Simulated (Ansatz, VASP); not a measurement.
## Si: VASP beside Ansatz

Contents of INCAR:

```
SYSTEM = Si
ALGO = Normal
DIPOL = 0.5 0.5 0.500
EDIFF = 1E-7
ENCUT = 520
GGA = PS
IDIPOL = 3
ISIF = 2
ISMEAR = -1
LASPH = .True.
LCHARG = .False.
LDIPOL = .True.
LREAL = .False.
LWAVE = .False.
NBANDS = 21
NELM = 100
PREC = Accurate
SIGMA = 0.02
```

Contents of KPOINTS:

```
k-points
0
Gamma
  9 9 1
  0 0 0
```

File POSCAR:

```
Si
1.0
    3.8418213872      0.0000000000      0.0000000000
   -1.9209106936      3.3271149181      0.0000000000
    0.0000000000      0.0000000000     23.0579000000
Si
6
Direct
    0.0000000000      0.0000000000      0.3469531796
    0.3333333340      0.6666666660      0.3809635836
    0.3333333340      0.6666666660      0.4829947972
    0.6666666670      0.3333333330      0.5170052020
    0.6666666670      0.3333333330      0.6190364156
    0.0000000000      0.0000000000      0.6530468204
```

Input for Ansatz:

```yaml
crystal:
  lattice:
    - [3.8418213872, 0.0, 0.0]
    - [-1.9209106936, 3.3271149181, 0.0]
    - [0.0, 0.0, 23.0579]
  atoms:
    - { symbol: Si, position: [0.0, 0.0, 0.3469531796] }
    - { symbol: Si, position: [0.333333334, 0.666666666, 0.3809635836] }
    - { symbol: Si, position: [0.333333334, 0.666666666, 0.4829947972] }
    - { symbol: Si, position: [0.666666667, 0.333333333, 0.517005202] }
    - { symbol: Si, position: [0.666666667, 0.333333333, 0.6190364156] }
    - { symbol: Si, position: [0.0, 0.0, 0.6530468204] }
kpoints:
  mp_grid: { grid: [9, 9, 1] }
scf:
  occupations: { method: fermi_dirac, width: 0.02 }
hamiltonian:
  xc: pbesol
  pseudopotentials: { kind: all_electron, lapw: { basis_error: 0.001 } }
output:
  forces: true
  stress: true
  eigenvalues: true
  populations: true
  dos: { projected: true, de: 0.2, e_range: [-14, 8] }
efield:
  axis: 3
  amplitude: 0
  dipole_correction: true
```

Alike in both runs: task single point; functional PBEsol; k mesh 9 × 9 × 1; occupations fermi-dirac, width 0.02 eV; no spin polarisation.

|  | VASP | Ansatz |
| --- | --- | --- |
| version | VASP 6.6.1 | Ansatz 0.2.0 |
| potentials or method | VASP PAW PBE potentials, release 64 (Si), cutoff 520 eV | all-electron LAPW, scalar-relativistic |

```csv
,VASP,Ansatz,Ansatz less VASP
rms of the force components (eV/Å),0.325,0.330,+0.0054
```

VASP's potentials were made for PBE, not for PBEsol. Atom by atom the forces differ by 0.006 eV/Å (rms over components). Ansatz ran all-electron here, and VASP with PAW potentials.
